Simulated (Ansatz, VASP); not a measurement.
Two plane-wave programs on SbRh3

Contents of INCAR:

```
SYSTEM = SbRh3
PREC = Accurate
ENCUT = 520
EDIFF = 1E-6
ISMEAR = -1
SIGMA = 0.2
LREAL = .False.
LASPH = .True.
NELM = 60
ALGO = Normal
ISIF = 2
LWAVE = .False.
LCHARG = .False.
GGA = CA
NBANDS = 33
```

Contents of KPOINTS:

```
Automatic mesh
0
Gamma
  6 6 6
  0 0 0
```

File POSCAR:

```
SbRh3
1.0
    3.9805497938      0.0000000000      0.0000000000
    0.0000000000      3.9805497938      0.0000000000
    0.0000000000      0.0000000000      3.9805497938
Sb Rh
1 3
Direct
    0.0000000000      0.0000000000      0.0000000000
    0.5000000000      0.5000000000      0.0000000000
    0.5000000000      0.0000000000      0.5000000000
    0.0000000000      0.5000000000      0.5000000000
```

Input for Ansatz:

```yaml
crystal:
  lattice:
    - [3.9805497938282035, 0.0, 0.0]
    - [0.0, 3.9805497938282035, 0.0]
    - [0.0, 0.0, 3.9805497938282035]
  atoms:
    - { symbol: Sb, position: [0.0, 0.0, 0.0] }
    - { symbol: Rh, position: [0.5, 0.5, 0.0] }
    - { symbol: Rh, position: [0.5, 0.0, 0.5] }
    - { symbol: Rh, position: [0.0, 0.5, 0.5] }
basis:
  ecutwfc: 530.0
  ecutrho_ratio: 6
kpoints:
  mp_grid:
    grid: [6, 6, 6]
hamiltonian:
  xc: lda
scf:
  n_extra_bands: 12
  occupations:
    method: fermi_dirac
    width: 0.2
output:
  stress: true
```

Alike in both runs: task single point; functional LDA; k mesh 6 × 6 × 6; occupations fermi-dirac, width 0.2 eV; no spin polarisation.

```csv
,VASP,Ansatz
version,VASP 6.6.1,Ansatz 0.2.0
potentials or method,"VASP PAW LDA potentials, release 64 (Sb, Rh_pv), cutoff 520 eV","plane waves, PAW"
valence electrons in the cell,50,66
```

Ansatz gave:

| Property | Result |
| --- | --- |
| pressure (GPa) | -15.2 |

Q: Which values does VASP return?

A: Pressure (GPa): -14.8.

LDA's correlation is that of Perdew and Zunger in VASP and of Perdew and Wang (1992) in Ansatz. VASP's potentials hold 50 valence electrons a cell and Ansatz's 66, so a difference there can come from the potentials and not from the codes.

Spin-orbit coupling is off throughout.
